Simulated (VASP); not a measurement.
Ag:

```
CELL_PARAMETERS angstrom
0.00000 2.04000 2.04000
2.04000 0.00000 2.04000
2.04000 2.04000 0.00000
ATOMIC_POSITIONS crystal
Ag 0.00000 0.00000 0.00000
```

```yaml
Program: VASP 6.6.1
Task: relaxation of cell and atoms
Functional: PBE
Potentials_or_basis: VASP PAW PBE potentials, release 64 (Ag)
Cutoff: 500 eV
k_mesh: 12 × 12 × 12
Occupations: gaussian, width 0.1 eV
Spin: no spin polarisation
```

At the start: pressure 5.2 GPa; volume 16.98 Å³/atom.

How do energy, volume and symmetry change on relaxing?

Over 3 steps the energy falls by 13.8 meV/atom and the volume is 17.87 Å³/atom (+5.2 %); space group Fm-3m (No. 225, to 0.1 Å) before and after.

Step by step:
```tsv
step	energy change (eV)	largest force (eV/Å)	pressure (GPa)	volume (Å³)
1	0.0000	0.0000	5.23	16.98
2	-0.0100	0.0000	-2.32	18.38
3	-0.0138	0.0000	0.02	17.87
```

Final structure:
```
Ag
1.0
     0.00000    2.07503    2.07503
     2.07503    0.00000    2.07503
     2.07503    2.07503    0.00000
Ag
1
Direct
  0.00000 0.00000 0.00000
```
